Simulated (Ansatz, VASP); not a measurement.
## MgS: VASP beside Ansatz

File POSCAR:

```
MgS
1.0
    3.6109100000      0.0000000000      0.0000000000
   -1.8054500000      3.1271400000      0.0000000000
    0.0000000000      0.0000000000      3.3052600000
Mg S
1 1
Direct
    0.0000000000      0.0000000000      0.5000000000
    0.6666700000      0.3333300000      0.0000000000
```

File INCAR.step1:

```
SYSTEM = MgS
PREC = Accurate
ENCUT = 520
EDIFF = 1E-5
ISMEAR = -1
SIGMA = 0.05
LREAL = .False.
LASPH = .True.
NELM = 100
ALGO = Normal
ISIF = 2
LWAVE = .True.
NBANDS = 11
GGA = PE
```

Contents of INCAR.step2:

```
SYSTEM = MgS
PREC = Accurate
ENCUT = 520
EDIFF = 1E-6
ISMEAR = -1
SIGMA = 0.05
LREAL = .False.
LASPH = .True.
NELM = 100
ALGO = Normal
ISIF = 2
LWAVE = .False.
LCHARG = .True.
METAGGA = R2SCAN
LHFCALC = .True.
AEXX = 0.1
LMIXTAU = .True.
PRECFOCK = Normal
LELF = .True.
LVHAR = .True.
NBANDS = 11
ISTART = 1
```

File KPOINTS:

```
regular mesh
0
Gamma
  5 5 4
  0 0 0
```

input

```
crystal:
  lattice:
    - [3.61091, 0.0, 0.0]
    - [-1.80545, 3.12714, 0.0]
    - [0.0, 0.0, 3.30526]
  atoms:
    - { symbol: Mg, position: [0.0, 0.0, 0.5] }
    - { symbol: S, position: [0.66667, 0.33333, 0.0] }
hamiltonian:
  xc: r2scanh
  pseudopotentials: { kind: paw }
kpoints:
  mp_grid: { grid: [5, 5, 4] }
  band_path:
    path:
      - [[0.0, 0.0, 0.0], [0.5, 0.0, 0.0], [0.3333333333, 0.3333333333, 0.0], [0.0, 0.0, 0.0], [0.0, 0.0, 0.5], [0.5, 0.0, 0.5], [0.3333333333, 0.3333333333, 0.5], [0.0, 0.0, 0.5]]
      - [[0.5, 0.0, 0.5], [0.5, 0.0, 0.0]]
      - [[0.3333333333, 0.3333333333, 0.0], [0.3333333333, 0.3333333333, 0.5]]
    npoints: 4
scf:
  occupations: { method: fermi_dirac, width: 0.05 }
  n_extra_bands: 6
output:
  forces: true
  stress: true
  eigenvalues: true
  fatbands: false
  write_density: true
  write_potential: true
  elf: true
  volumetric_format: npy
```

Alike in both runs: functional r2SCANh; k mesh 5 × 5 × 4; occupations fermi-dirac, width 0.05 eV; no spin polarisation.

```csv
,VASP,Ansatz
version,VASP 6.6.1,Ansatz 0.2.0
potentials or method,"VASP PAW PBE potentials, release 64 (Mg, S)",Ansatz PAW
plane-wave cutoff (eV),520,500
valence electrons in the cell,8,16
task,single point,band structure
```

Ansatz gave:

```
gap on the k mesh at the Fermi level (eV)                     : 2.65
pressure (GPa)                                                : -1.1
traceless stress, the component that is largest in VASP (GPa) : 0.27
```

Q: Estimate VASP's values.

A: gap on the k mesh at the Fermi level (eV): 2.63; pressure (GPa): -1.6; traceless stress, the component that is largest in VASP (GPa): 0.21.

VASP's potentials were made for PBE, not for r2SCANh. VASP's potentials hold 8 valence electrons a cell and Ansatz's 16, so a difference there can come from the potentials and not from the codes.

The k mesh is coarse, so the values compare programs but aren't converged.
